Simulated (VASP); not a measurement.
# P (Im-3m) in VASP: further runs, part 2 of 2

VASP 6.6.1.

### Step 5. Single point, LDA (volume scaled by 0.84)

The input, INCAR:

```
SYSTEM = P
PREC = Accurate
ENCUT = 520
EDIFF = 1E-7
ISMEAR = -1
SIGMA = 0.05
LREAL = .FALSE.
LASPH = .TRUE.
NELM = 60
ALGO = Normal
ISIF = 2
LWAVE = .FALSE.
LCHARG = .FALSE.
NBANDS = 8
```

The input, KPOINTS:

```
regular mesh
0
G
  17 17 17
  0 0 0
```

The input, POSCAR:

```
P
1.0
   -1.4183789177      1.4183789177      1.4183789177
    1.4183789177     -1.4183789177      1.4183789177
    1.4183789177      1.4183789177     -1.4183789177
P
1
Direct
    0.0000000000      0.0000000000      0.0000000000
```

Potentials or basis: VASP PAW LDA potentials, release 64 (P).

On the command line:

```console
> cat potpaw_LDA.64/P/POTCAR > POTCAR
> mpirun -np 1 vasp_std > vasp.out
```

OUTCAR:

```text
SYSTEM = P
   PREC = Accurate
   ENCUT = 520
   EDIFF = 1E-7
   ISMEAR = -1
   LREAL = .FALSE.
   LASPH = .TRUE.
   NELM = 60
   ISIF = 2

 ion  position               nearest neighbor table
   1  0.000  0.000  0.000-

  LATTYP: Found a body centered cubic cell.
 ALAT       =     2.8367578354

  Lattice vectors:

 A1 = (  -1.4183789177,   1.4183789177,   1.4183789177)
 A2 = (   1.4183789177,  -1.4183789177,   1.4183789177)
 A3 = (   1.4183789177,   1.4183789177,  -1.4183789177)

Analysis of symmetry for initial positions (statically):
=====================================================================
 Subroutine PRICEL returns:
 Original cell was already a primitive cell.

 Routine SETGRP: Setting up the symmetry group for a
 body centered cubic supercell.

 Subroutine GETGRP returns: Found 48 space group operations
 (whereof 48 operations were pure point group operations)
 out of a pool of 48 trial point group operations.

The static configuration has the point symmetry O_h .

Analysis of symmetry for dynamics (positions and initial velocities):
=====================================================================
 Subroutine PRICEL returns:
 Original cell was already a primitive cell.

 Routine SETGRP: Setting up the symmetry group for a
 body centered cubic supercell.

 Subroutine GETGRP returns: Found 48 space group operations
 (whereof 48 operations were pure point group operations)
 out of a pool of 48 trial point group operations.

The dynamic configuration has the point symmetry O_h .

 Subroutine INISYM returns: Found 48 space group operations
 (whereof 48 operations are pure point group operations),
 and found     1 'primitive' translations

----------------------------------------------------------------------------------------

                                     Primitive cell
[... 108 lines left out ...]
     AMIX     =   0.40;   BMIX     =  1.00
     AMIX_MAG =   1.60;   BMIX_MAG =  1.00
  volume/ion in A,a.u.               =      11.41        77.03
  Fermi-wavevector in a.u.,A,eV,Ry     =   1.243329  2.349550 21.032782  1.545866
  Thomas-Fermi vector in A             =   2.377644
   LORBIT       =      0    0 simple, 1 ext, 2 COOP (PROOUT), +10 PAW based schemes
   GGA     = CA    functional components
   LHFCALC =     F    Hartree Fock is set to
   AEXX    =    0.0000 exact exchange contribution
   IVDW    =     0    specifies the selected vdW correction
   LEPSILON=     F    determine dielectric tensor
   LRPA    =     F    only Hartree local field effects (RPA)
 non-spin polarized calculation
  energy-cutoff  :      520.00
  volume of cell :       11.41
 maximum number of plane-waves:       321
   NGX =  9   NGY =  9   NGZ =  9

 number of electron       4.9999998 magnetization

 Free energy of the ion-electron system (eV)
  ---------------------------------------------------
  ext. energy  EPLUGINS =         0.00000000
  ---------------------------------------------------
  free energy    TOTEN  =        -5.32467927 eV

  energy without entropy =       -5.32155580  energy(sigma->0) =       -5.32311753

 E-fermi :  13.4613     XC(G=0): -12.6053

 val. band max:       13.3991056211   @ k =  -0.2353   0.2941   0.1176
 cond. band min:      13.4735204266   @ k =   0.3529   0.1176   0.0588
 fundamental gap:      0.0744148055
 Fermi energy:        13.4612951151

 k-point     1 :       0.0000    0.0000    0.0000
  band No.  band energies     occupation
      1      -5.4605      2.00000
      2      22.9268      0.00000
      3      22.9268      0.00000
      4      22.9268      0.00000
      5      26.0807      0.00000
      6      26.0807      0.00000
      7      26.0807      0.00000
      8      30.6166      0.00000
[... 243 lines left out ...]
 k-point    24 :       0.1765    0.1765    0.0000
  band No.  band energies     occupation
      1      -2.1819      2.00000
      2      13.0610      1.99933
      3      14.0374      0.00002
      4      18.9410      0.00000
      5      24.7965      0.00000
      6      26.4106      0.00000
      7      30.4408      0.00000
      8      32.2079      0.00000

 [... further k-points ...]

------------------------ aborting loop because EDIFF is reached ----------------------------------------

  FORCE on cell =-STRESS in cart. coord.  units (eV):
  Direction    XX          YY          ZZ          XY          YZ          ZX
  --------------------------------------------------------------------------------------
  -------------------------------------------------------------------------------------
  Total        1.8631296      1.8631296      1.8631296     -0.0000000     -0.0000000      0.0000000
  in kB      261.5271964    261.5271964    261.5271964     -0.0000000     -0.0000000      0.0000000
  external PRESSURE =     261.5271964 kB  Pullay stress =       0.0000000 kB

 VOLUME and BASIS-vectors are now :
 -----------------------------------------------------------------------------
  energy-cutoff  :      520.00
  volume of cell :       11.41
      direct lattice vectors                 reciprocal lattice vectors
    -1.418378918  1.418378918  1.418378918     0.000000000  0.352515110  0.352515110
     1.418378918 -1.418378918  1.418378918     0.352515110  0.000000000  0.352515110
     1.418378918  1.418378918 -1.418378918     0.352515110  0.352515110  0.000000000

 POSITION                                       TOTAL-FORCE (eV/Angst)
 -----------------------------------------------------------------------------------
      0.00000      0.00000      0.00000        -0.000000      0.000000      0.000000
 -----------------------------------------------------------------------------------
    total drift:                                0.000000      0.000000      0.000000

  FREE ENERGIE OF THE ION-ELECTRON SYSTEM (eV)
  ---------------------------------------------------
  free  energy   TOTEN  =        -5.3246792686 eV

  energy  without entropy=       -5.3215557973  energy(sigma->0) =       -5.32311753
```

OSZICAR:

```text
N       E                     dE             d eps       ncg     rms          rms(c)
DAV:   1    -0.410356028861E+00   -0.41036E+00   -0.22241E+03  2808   0.461E+02
DAV:   2    -0.530108366514E+01   -0.48907E+01   -0.46004E+01  4056   0.474E+01
DAV:   3    -0.533398884329E+01   -0.32905E-01   -0.32883E-01  2920   0.431E+00
DAV:   4    -0.533401756276E+01   -0.28719E-04   -0.28719E-04  4344   0.133E-01
DAV:   5    -0.533401757639E+01   -0.13634E-07   -0.12999E-07  2928   0.116E-03    0.620E+00
DAV:   6    -0.532776455557E+01    0.62530E-02   -0.26909E-03  2864   0.279E-01    0.360E+00
DAV:   7    -0.532470281296E+01    0.30617E-02   -0.46010E-03  2880   0.369E-01    0.755E-02
DAV:   8    -0.532467920688E+01    0.23606E-04   -0.39116E-05  3560   0.411E-02    0.198E-02
DAV:   9    -0.532467926859E+01   -0.61717E-07   -0.87584E-07  3640   0.654E-03
   1 F= -.53246793E+01 E0= -.53231175E+01  d E =-.312347E-02
```

Wall time 5.6 s (1 thread of Intel Xeon Platinum 8488C (Sapphire Rapids), shared host); peak memory 0.11 GiB.

What came out:

* Free energy: -5.3247 eV
* Pressure: 26.2 GPa

### Step 6. Single point, LDA (volume scaled by 0.84)

The input, INCAR:

```
ALGO = Normal ; EDIFF = 1E-6
ENCUT = 520 ; ISIF = 2
ISMEAR = -1 ; LASPH = True
LCHARG = False ; LREAL = False
LWAVE = False ; NBANDS = 8
NELM = 100 ; PREC = Accurate
SIGMA = 0.05
```

The input, KPOINTS:

```
k-points
0
Gamma
  17 17 17
```

POSCAR is that of step 5.

Potentials or basis: VASP PAW LDA potentials, release 64 (P).

On the command line:

```console
> cat potpaw_LDA.64/P/POTCAR > POTCAR
> mpirun -np 1 vasp_std > vasp.out
```

OUTCAR:

```text
EDIFF = 1E-6
   ENCUT = 520
   ISIF = 2
   ISMEAR = -1
   LASPH = True
   LREAL = False
   NELM = 100
   PREC = Accurate

 ion  position               nearest neighbor table
   1  0.000  0.000  0.000-

  LATTYP: Found a body centered cubic cell.
 ALAT       =     2.8367578354

  Lattice vectors:

 A1 = (  -1.4183789177,   1.4183789177,   1.4183789177)
 A2 = (   1.4183789177,  -1.4183789177,   1.4183789177)
 A3 = (   1.4183789177,   1.4183789177,  -1.4183789177)

Analysis of symmetry for initial positions (statically):
=====================================================================
 Subroutine PRICEL returns:
 Original cell was already a primitive cell.

 Routine SETGRP: Setting up the symmetry group for a
 body centered cubic supercell.

 Subroutine GETGRP returns: Found 48 space group operations
 (whereof 48 operations were pure point group operations)
 out of a pool of 48 trial point group operations.

The static configuration has the point symmetry O_h .

Analysis of symmetry for dynamics (positions and initial velocities):
[... 157 lines left out ...]

 val. band max:       13.3991056211   @ k =  -0.2353   0.2941   0.1176
 cond. band min:      13.4735204266   @ k =   0.3529   0.1176   0.0588
 fundamental gap:      0.0744148055
 Fermi energy:        13.4612951150

 k-point     1 :       0.0000    0.0000    0.0000
  band No.  band energies     occupation
      1      -5.4605      2.00000
      2      22.9268      0.00000
      3      22.9268      0.00000
      4      22.9268      0.00000
      5      26.0807      0.00000
      6      26.0807      0.00000
      7      26.0807      0.00000
      8      30.6166      0.00000
[... 243 lines left out ...]
 k-point    24 :       0.1765    0.1765    0.0000
  band No.  band energies     occupation
      1      -2.1819      2.00000
      2      13.0610      1.99933
      3      14.0374      0.00002
      4      18.9410      0.00000
      5      24.7965      0.00000
      6      26.4106      0.00000
      7      30.4408      0.00000
      8      32.2079      0.00000

 [... further k-points ...]

------------------------ aborting loop because EDIFF is reached ----------------------------------------

  FORCE on cell =-STRESS in cart. coord.  units (eV):
  Direction    XX          YY          ZZ          XY          YZ          ZX
  --------------------------------------------------------------------------------------
  -------------------------------------------------------------------------------------
  Total        1.8631319      1.8631319      1.8631319      0.0000000     -0.0000000      0.0000000
  in kB      261.5275216    261.5275216    261.5275216      0.0000000     -0.0000000      0.0000000
  external PRESSURE =     261.5275216 kB  Pullay stress =       0.0000000 kB

 VOLUME and BASIS-vectors are now :
 -----------------------------------------------------------------------------
  energy-cutoff  :      520.00
  volume of cell :       11.41
      direct lattice vectors                 reciprocal lattice vectors
    -1.418378918  1.418378918  1.418378918     0.000000000  0.352515110  0.352515110
     1.418378918 -1.418378918  1.418378918     0.352515110  0.000000000  0.352515110
     1.418378918  1.418378918 -1.418378918     0.352515110  0.352515110  0.000000000

 POSITION                                       TOTAL-FORCE (eV/Angst)
 -----------------------------------------------------------------------------------
      0.00000      0.00000      0.00000         0.000000      0.000000     -0.000000
 -----------------------------------------------------------------------------------
    total drift:                                0.000000      0.000000      0.000000

  FREE ENERGIE OF THE ION-ELECTRON SYSTEM (eV)
  ---------------------------------------------------
  free  energy   TOTEN  =        -5.3246792694 eV

  energy  without entropy=       -5.3215557982  energy(sigma->0) =       -5.32311753
```

It took 5.5 s on 1 thread of Intel Xeon Platinum 8488C (Sapphire Rapids), shared host; peak memory 0.11 GiB.

Results:

| Quantity | Value |
| --- | --- |
| Free energy | -5.3247 eV |
| Pressure | 26.2 GPa |

Levels at points of the mesh, in eV from the Fermi level:
```
           k point  band 1  band 2  band 3  band 4  band 5  band 6  band 7
(0.00, 0.00, 0.00)  -18.92    9.47    9.47    9.47   12.62   12.62   12.62
```

### Step 7. The runs side by side

| cell | gap on the mesh (eV) | pressure (GPa) |
| --- | --- | --- |
| a = 2.290 Å, angles 109.5°, 1 atom | none | 90.0 |
| a = 2.376 Å, angles 109.5°, 1 atom | none | 51.5 |
| a = 2.457 Å, angles 109.5°, 1 atom | none | 26.2 |

Alike in all rows: task single point; level LDA; potentials or basis VASP PAW LDA potentials, release 64 (P); no spin polarisation; k mesh 17 × 17 × 17; cutoff (eV) 520; smearing fermi-dirac 0.05 eV.

Absolute energies hang on the potentials; compare differences alone.
